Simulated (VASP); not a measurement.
# Nb16H (a cell with a defect) in VASP: single point with PBE

Aim: the single point of Nb16H (a cell with a defect) with PBE.

Everything below comes from runs of VASP 6.6.1. Logs are shortened: lines on timing, memory, paths and dates and some standing lists are left out, and cuts for length are marked.

**1. The cell of the first run**

The cell holds a defect, 17 atoms: a = 6.600 Å, b = 6.600 Å, c = 6.600 Å, α = 90.00°, β = 90.00°, γ = 90.00°.

**2. Single point, PBE**

Input file INCAR:

```
ALGO     = Normal         # electronic algorithm
EDIFF    = 1E-6           # SCF threshold, eV
ENCUT    = 520            # plane-wave cutoff, eV
GGA      = PE             # functional
ISIF     = 2              # what is computed and relaxed
ISMEAR   = 0              # smearing method
LASPH    = True           # aspherical terms in the spheres
LCHARG   = False          # write CHGCAR
LREAL    = Auto         
LWAVE    = False          # write WAVECAR
NBANDS   = 118            # bands
NELM     = 60             # most SCF steps
PREC     = Accurate       # precision mode
SIGMA    = 0.05           # smearing width, eV
```

Input file KPOINTS:

```
k-points
0
Gamma
  3 3 3
```

Input file POSCAR:

```
Nb16H
1.0
    6.6000000000      0.0000000000      0.0000000000
    0.0000000000      6.6000000000      0.0000000000
    0.0000000000      0.0000000000      6.6000000000
Nb H
16 1
Direct
   -0.0065178788     -0.0052728788      0.0004513636
    0.5056556061     -0.0052677273      0.0004559091
   -0.0013221212      0.5002048485      0.0005406061
   -0.0003234848      0.0018110606      0.5005230303
    0.2496240909      0.2558762121      0.2566575758
    0.5005321212      0.5002483333      0.0005445455
    0.4995340909      0.0018159091      0.5005136364
    0.7496060606      0.2486556061      0.2505680303
   -0.0003900000      0.5026821212      0.5005137879
    0.2495786364      0.7502768182      0.2512925758
    0.2496262121      0.2558345455      0.7444878788
    0.4996562121      0.5027230303      0.5005081818
    0.7496087879      0.7478918182      0.2505112121
    0.7496086364      0.2486640909      0.7504398485
    0.2495804545      0.7502021212      0.7497096970
    0.7496059091      0.7478257576      0.7504250000
    0.2495757576      0.1254118182      0.0006933333
```

Potentials or basis: VASP PAW PBE potentials, release 64 (Nb_sv, H).

On the command line:

```console
$ cat potpaw_PBE.64/Nb_sv/POTCAR potpaw_PBE.64/H/POTCAR > POTCAR
$ mpirun -np 1 vasp_std > vasp.out
```

OUTCAR:

```text
EDIFF = 1E-6
   ENCUT = 520
   GGA = PE
   ISIF = 2
   ISMEAR = 0
   LASPH = True
   LREAL = Auto
   NELM = 60
   PREC = Accurate

 ion  position               nearest neighbor table
   1  0.993  0.995  0.000-  17 1.90  13 2.82  16 2.82  14 2.85   8 2.85  15 2.86  10 2.86  11 2.95
                             5 2.95
   2  0.506  0.995  0.000-  17 1.90  13 2.82  16 2.82  14 2.85   8 2.85  15 2.86  10 2.86  11 2.95
                             5 2.95
   3  0.999  0.500  0.001-  13 2.85  16 2.85   8 2.86  14 2.86  11 2.86   5 2.86  10 2.86  15 2.86

   4  1.000  0.002  0.501-  14 2.85   8 2.85   5 2.85  11 2.85  10 2.86  15 2.86  16 2.87  13 2.87

   5  0.250  0.256  0.257-  17 1.90   9 2.82  12 2.82   7 2.85   4 2.85   3 2.86   6 2.86   2 2.95
                             1 2.95
   6  0.501  0.500  0.001-  13 2.85  16 2.85   8 2.86  14 2.86  11 2.86   5 2.86  10 2.86  15 2.86

   7  0.500  0.002  0.501-  14 2.85   8 2.85   5 2.85  11 2.85  10 2.86  15 2.86  16 2.87  13 2.87

   8  0.750  0.249  0.251-   7 2.85   4 2.85   1 2.85   2 2.85   3 2.86   6 2.86  12 2.87   9 2.87

   9  1.000  0.503  0.501-   5 2.82  11 2.82  16 2.84  13 2.84  15 2.85  10 2.85  14 2.87   8 2.87

  10  0.250  0.750  0.251-   9 2.85  12 2.85   4 2.86   7 2.86   2 2.86   1 2.86   3 2.86   6 2.86

  11  0.250  0.256  0.744-  17 1.90   9 2.82  12 2.82   7 2.85   4 2.85   3 2.86   6 2.86   2 2.95
                             1 2.95
  12  0.500  0.503  0.501-   5 2.82  11 2.82  16 2.84  13 2.84  15 2.85  10 2.85  14 2.87   8 2.87

  13  0.750  0.748  0.251-   1 2.82   2 2.82  12 2.84   9 2.84   6 2.85   3 2.85   4 2.87   7 2.87

  14  0.750  0.249  0.750-   4 2.85   7 2.85   1 2.85   2 2.85   3 2.86   6 2.86  12 2.87   9 2.87

  15  0.250  0.750  0.750-   9 2.85  12 2.85   4 2.86   7 2.86   2 2.86   1 2.86   3 2.86   6 2.86

  16  0.750  0.748  0.750-   1 2.82   2 2.82  12 2.84   9 2.84   6 2.85   3 2.85   4 2.87   7 2.87

  17  0.250  0.125  0.001-   5 1.90  11 1.90   2 1.90   1 1.90

  LATTYP: Found a simple cubic cell.
 ALAT       =     6.6000000000

  Lattice vectors:

 A1 = (   6.6000000000,   0.0000000000,   0.0000000000)
 A2 = (   0.0000000000,   6.6000000000,   0.0000000000)
 A3 = (   0.0000000000,   0.0000000000,   6.6000000000)

Analysis of symmetry for initial positions (statically):
=====================================================================
 Subroutine PRICEL returns:
 Original cell was already a primitive cell.

 Routine SETGRP: Setting up the symmetry group for a
 simple cubic supercell.

 Subroutine GETGRP returns: Found  1 space group operations
 (whereof  1 operations were pure point group operations)
 out of a pool of 48 trial point group operations.

The static configuration has the point symmetry C_1 .

Analysis of symmetry for dynamics (positions and initial velocities):
=====================================================================
 Subroutine PRICEL returns:
 Original cell was already a primitive cell.

 Routine SETGRP: Setting up the symmetry group for a
 simple cubic supercell.

 Subroutine GETGRP returns: Found  1 space group operations
 (whereof  1 operations were pure point group operations)
 out of a pool of 48 trial point group operations.

The dynamic configuration has the point symmetry C_1 .

 Subroutine INISYM returns: Found  1 space group operations
 (whereof  1 operations are pure point group operations),
 and found     1 'primitive' translations

----------------------------------------------------------------------------------------

                                     Primitive cell

  volume of cell :     287.4960

  direct lattice vectors                    reciprocal lattice vectors
     6.600000000  0.000000000  0.000000000     0.151515152  0.000000000  0.000000000
     0.000000000  6.600000000  0.000000000     0.000000000  0.151515152  0.000000000
     0.000000000  0.000000000  6.600000000     0.000000000  0.000000000  0.151515152

  length of vectors
     6.600000000  6.600000000  6.600000000     0.151515152  0.151515152  0.151515152

  position of ions in fractional coordinates (direct lattice)
     0.993482121  0.994727121  0.000451364
     0.505655606  0.994732273  0.000455909
     0.998677879  0.500204848  0.000540606
     0.999676515  0.001811061  0.500523030
     0.249624091  0.255876212  0.256657576
     0.500532121  0.500248333  0.000544545
[... 9 lines left out ...]
     0.749605909  0.747825758  0.750425000
     0.249575758  0.125411818  0.000693333

  ion indices of the primitive-cell ions
   primitive index   ion index
                 1           1
                 2           2
                 3           3
                 4           4
                 5           5
                 6           6
[... 9 lines left out ...]
                16          16
                17          17

----------------------------------------------------------------------------------------

 KPOINTS: k-points

Automatic generation of k-mesh.
 Grid dimensions read from file:
 generate k-points for:    3    3    3

 Generating k-lattice:

  Cartesian coordinates                     Fractional coordinates (reciprocal lattice)
     0.050505051  0.000000000  0.000000000     0.333333333  0.000000000  0.000000000
     0.000000000  0.050505051  0.000000000     0.000000000  0.333333333  0.000000000
     0.000000000  0.000000000  0.050505051     0.000000000  0.000000000  0.333333333

  Length of vectors
     0.050505051  0.050505051  0.050505051

  Shift w.r.t. Gamma in fractional coordinates (k-lattice)
     0.000000000  0.000000000  0.000000000

 Subroutine IBZKPT returns following result:
 ===========================================

 Found     14 irreducible k-points:

 Following reciprocal coordinates:
            Coordinates               Weight
  0.000000  0.000000  0.000000      1.000000
  0.333333  0.000000  0.000000      2.000000
  0.000000  0.333333  0.000000      2.000000
  0.000000  0.000000  0.333333      2.000000
  0.333333  0.333333  0.000000      2.000000
  0.000000  0.333333  0.333333      2.000000
  0.333333  0.000000  0.333333      2.000000
 -0.333333  0.333333  0.000000      2.000000
 -0.333333  0.000000  0.333333      2.000000
  0.000000 -0.333333  0.333333      2.000000
  0.333333  0.333333  0.333333      2.000000
 -0.333333  0.333333  0.333333      2.000000
 -0.333333 -0.333333  0.333333      2.000000
  0.333333 -0.333333  0.333333      2.000000
   k-points           NKPTS =     14   k-points in BZ     NKDIM =     14   number of bands    NBANDS=    118
   number of dos      NEDOS =    301   number of ions     NIONS =     17
   total plane-waves  NPLWV = 125000
   dimension x,y,z NGX =    50 NGY =   50 NGZ =   50
   dimension x,y,z NGXF=   100 NGYF=  100 NGZF=  100
   ions per type =              16   1
   NGX,Y,Z   is equivalent  to a cutoff of  12.59, 12.59, 12.59 a.u.
   NGXF,Y,Z  is equivalent  to a cutoff of  25.19, 25.19, 25.19 a.u.
 SYSTEM =  unknown system
   PREC   = accura    normal or accurate (medium, high low for compatibility)
   ISTART =      0    job   : 0-new  1-cont  2-samecut
   ICHARG =      2    charge: 1-file 2-atom 10-const
   ISPIN  =      1    spin polarized calculation?
   LNONCOLLINEAR =      F non collinear calculations
   LSORBIT =      F    spin-orbit coupling
   LASPH  =      T    aspherical Exc in radial PAW
   ENCUT  =  520.0 eV  38.22 Ry    6.18 a.u.  12.27 12.27 12.27*2*pi/ulx,y,z
   NELM   =     60;   NELMIN=  2; NELMDL= -5     # of ELM steps
   EDIFF  = 0.1E-05   stopping-criterion for ELM
   LREAL  =      T    real-space projection
   EDIFFG = 0.1E-04   stopping-criterion for IOM
   NSW    =      0    number of steps for IOM
   IBRION =     -1    ionic relax: 0-MD 1-quasi-New 2-CG
   NFREE  =      0    steps in history (QN), initial steepest desc. (CG)
   ISIF   =      2    stress and relaxation
   ISYM   =      2    0-nonsym 1-usesym 2-fastsym
   POTIM  = 0.5000    time-step for ionic-motion
   TEBEG  =    0.0;   TEEND  =   0.0 temperature during run
   PSTRESS=    0.0 pullay stress
   NELECT =     209.0000    total number of electrons
   NUPDOWN=      -1.0000    fix difference up-down
   EMIN   =  10.00;   EMAX   =-10.00  energy-range for DOS
   EFERMI =   0.00;   METHOD = LEGACY
   ISMEAR =     0;   SIGMA  =   0.05  broadening in eV -4-tet -1-fermi 0-gaus
   EFERMI_NEDOS =   21; number of points for ismear=-14 and -15
   IALGO  =     38    algorithm
   IMIX   =      4    mixing-type and parameters
     AMIX     =   0.40;   BMIX     =  1.00
     AMIX_MAG =   1.60;   BMIX_MAG =  1.00
  volume/ion in A,a.u.               =      16.91       114.12
  Fermi-wavevector in a.u.,A,eV,Ry     =   1.472018  2.781710 29.481589  2.166836
  Thomas-Fermi vector in A             =   2.587083
   LORBIT       =      0    0 simple, 1 ext, 2 COOP (PROOUT), +10 PAW based schemes
   GGA     = PE    functional components
   LHFCALC =     F    Hartree Fock is set to
   AEXX    =    0.0000 exact exchange contribution
   IVDW    =     0    specifies the selected vdW correction
   LEPSILON=     F    determine dielectric tensor
   LRPA    =     F    only Hartree local field effects (RPA)
 non-spin polarized calculation
 Gauss-broadening in eV      SIGMA  =   0.05
  energy-cutoff  :      520.00
  volume of cell :      287.50
 maximum number of plane-waves:      7809
 NGX is ok and might be reduce to    50
   NGX = 25   NGY = 25   NGZ = 25

 number of electron     209.0000019 magnetization

 Free energy of the ion-electron system (eV)
  ---------------------------------------------------
  ext. energy  EPLUGINS =         0.00000000
  ---------------------------------------------------
  free energy    TOTEN  =      -167.48056521 eV

  energy without entropy =     -167.46794781  energy(sigma->0) =     -167.47425651

 E-fermi :  11.2475     XC(G=0): -12.5427

 val. band max:       11.2296585771   @ k =   0.0000   0.3333   0.0000
 cond. band min:      11.2783039272   @ k =   0.0000   0.3333   0.3333
 fundamental gap:      0.0486453501
 Fermi energy:        11.2475494100

 k-point     1 :       0.0000    0.0000    0.0000
  band No.  band energies     occupation
      1     -43.0812      2.00000
      2     -42.8960      2.00000
      3     -42.8823      2.00000
      4     -42.8822      2.00000
      5     -42.8610      2.00000
      6     -42.8452      2.00000
[... 1655 lines left out ...]
    115      13.6693      0.00000
    116      13.7365      0.00000
 [bands above 116 left out]

------------------------ aborting loop because EDIFF is reached ----------------------------------------

  FORCE on cell =-STRESS in cart. coord.  units (eV):
  Direction    XX          YY          ZZ          XY          YZ          ZX
  --------------------------------------------------------------------------------------
  -------------------------------------------------------------------------------------
  Total        4.0684843      3.6380409      4.0815122      0.0001782      0.0048993      0.0024408
  in kB       22.6731270     20.2743225     22.7457296      0.0009933      0.0273033      0.0136023
  external PRESSURE =      21.8977264 kB  Pullay stress =       0.0000000 kB

 VOLUME and BASIS-vectors are now :
 -----------------------------------------------------------------------------
  energy-cutoff  :      520.00
  volume of cell :      287.50
      direct lattice vectors                 reciprocal lattice vectors
     6.600000000  0.000000000  0.000000000     0.151515152  0.000000000  0.000000000
     0.000000000  6.600000000  0.000000000     0.000000000  0.151515152  0.000000000
     0.000000000  0.000000000  6.600000000     0.000000000  0.000000000  0.151515152

 POSITION                                       TOTAL-FORCE (eV/Angst)
 -----------------------------------------------------------------------------------
      6.55698      6.56520      0.00298         0.003573     -0.006407      0.003319
      3.33733      6.56523      0.00301        -0.000222     -0.007181      0.002174
      6.59127      3.30135      0.00357         0.005431      0.003138     -0.001504
      6.59787      0.01195      3.30345        -0.015503      0.006948     -0.001770
      1.64752      1.68878      1.69394        -0.000526      0.003458      0.000801
      3.30351      3.30164      0.00359        -0.006530      0.001039     -0.002288
[... 9 lines left out ...]
      4.94740      4.93565      4.95280        -0.000744     -0.003129     -0.009387
      1.64720      0.82772      0.00458        -0.000563     -0.003617     -0.005203
 -----------------------------------------------------------------------------------
    total drift:                                0.002593      0.006030     -0.002216

  FREE ENERGIE OF THE ION-ELECTRON SYSTEM (eV)
  ---------------------------------------------------
  free  energy   TOTEN  =      -167.4805652105 eV

  energy  without entropy=     -167.4679478101  energy(sigma->0) =     -167.47425651
```

Run time: 13 min. Hardware: 1 thread of Intel Xeon Platinum 8375C at 2.90GHz (Ice Lake), shared host; peak memory 0.52 GiB.

What came out:

```yaml
Free_energy: -167.4806 eV
Pressure: 2.2 GPa
Largest_force: 0.017 eV/Å
```

Forces on the atoms (eV/Å):
```
Nb   0.004 -0.006  0.003
Nb   0.000 -0.007  0.002
Nb   0.005  0.003 -0.002
Nb  -0.016  0.007 -0.002
Nb  -0.001  0.003  0.001
Nb  -0.007  0.001 -0.002
Nb   0.015  0.007 -0.001
Nb   0.000 -0.002  0.006
Nb  -0.012  0.005  0.001
Nb   0.001 -0.001  0.003
Nb  -0.001  0.002  0.000
Nb   0.011  0.003  0.001
Nb  -0.001 -0.006  0.011
Nb   0.000 -0.005 -0.006
Nb   0.002  0.002 -0.002
Nb  -0.001 -0.003 -0.009
H   -0.001 -0.004 -0.005
```

Levels at points of the mesh, in eV from the Fermi level:
| k point | band 99 | band 100 | band 101 | band 102 | band 103 | band 104 | band 105 | band 106 | band 107 | band 108 |
| --- | --- | --- | --- | --- | --- | --- | --- | --- | --- | --- |
| (0.00, 0.00, 0.00) | 0.36 | 0.37 | 0.65 | 0.89 | 0.91 | 0.91 | 0.93 | 0.93 | 0.96 | 1.00 |
